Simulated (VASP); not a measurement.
NaTeAs: single point with r2SCAN

The system is NaTeAs.

```xyz
6
Lattice="0.0000 4.1475 0.0000 4.1475 0.0000 0.0000 2.0737 2.0737 -8.6269" Properties=species:S:1:pos:R:3 pbc="T T T"
As    0.0000    2.0737    0.0000
As    2.0737    0.0000    0.0000
Te    2.0737    2.0737   -3.2006
Te    4.1475    4.1475   -5.4263
Na    2.0737    2.0737   -6.5651
Na    4.1475    4.1475   -2.0618
```

```yaml
Program: VASP 6.6.1
Task: single point
Functional: r2SCAN
Potentials_or_basis: VASP PAW PBE potentials, release 64 (As, Te, Na_pv)
Cutoff: 520 eV
k_mesh: 5 × 5 × 5
Occupations: fermi-dirac, width 0.1 eV
Spin: no spin polarisation
Dipole_correction: no
Further_INCAR_settings: ALGO = Normal; EDIFF = 1e-06; NBANDS = 27
```

| Item | Value |
| --- | --- |
| Pressure | -0.7 GPa |
| Largest force | 0.613 eV/Å |
| Band gap on the k mesh | zero (band 18 reaches 4.58 eV, above the bottom of band 19 at 3.37 eV) |

Forces in eV/Å, atoms in the order of the input:
```
As   0.000  0.000  0.000
As   0.000  0.000  0.000
Te   0.000  0.000 -0.228
Te   0.000  0.000  0.228
Na   0.000  0.000  0.613
Na   0.000  0.000 -0.613
```

Stress tensor (GPa, compression positive):
```
-1.25  0.00  0.00
 0.00 -1.25  0.00
 0.00  0.00  0.28
```

Levels at points of the mesh, in eV from the Fermi level:
```tsv
k point	band 14	band 15	band 16	band 17	band 18	band 19	band 20	band 21	band 22	band 23
(0.00, 0.00, 0.00)	-2.41	-1.37	-1.37	0.54	0.55	0.55	0.78	4.02	4.02	4.36
```

Run time: 11 min on 1 thread of AMD EPYC 7R13 (shared host), peak memory 0.29 GiB.

Caveat: the PAW data sets were made with another functional, which shifts forces and pressure a little; spin-orbit coupling is left out, which moves the levels of the heavy elements.
